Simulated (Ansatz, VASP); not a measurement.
**Zr: VASP beside Ansatz**

```
Zr
1.0
     3.23279    0.00000    0.00000
    -1.61639    2.79968    0.00000
     0.00000    0.00000    5.16912
Zr
2
Direct
  0.33333 0.66667 0.25000
  0.66667 0.33333 0.75000
```

Alike in both runs: task relaxation of cell and atoms; functional PBEsol; k mesh 15 × 15 × 8; occupations gaussian, width 0.1 eV; no spin polarisation.

|  | VASP | Ansatz |
| --- | --- | --- |
| version | VASP 6.6.1 | Ansatz 0.2.0 |
| potentials or method | VASP PAW PBE potentials, release 64 (Zr_sv), cutoff 600 eV | scalar-relativistic, plane waves, PAW |
| valence electrons in the cell | 24 | 24 |

VASP gave:

```
gap on the k mesh at the Fermi level, each at its own relaxed structure (eV) : none
relaxed volume (Å³/atom)                                                     : 22.48
relaxed cell length with the largest relative difference (Å)                 : 3.184
```

Problem. Which values does Ansatz return?

Solution. gap on the k mesh at the Fermi level, each at its own relaxed structure (eV): none; relaxed volume (Å³/atom): 22.46; relaxed cell length with the largest relative difference (Å): 3.183.

VASP's potentials were made for PBE, not for PBEsol. A gap of «none» marks a metal or a gap that the smearing closes.
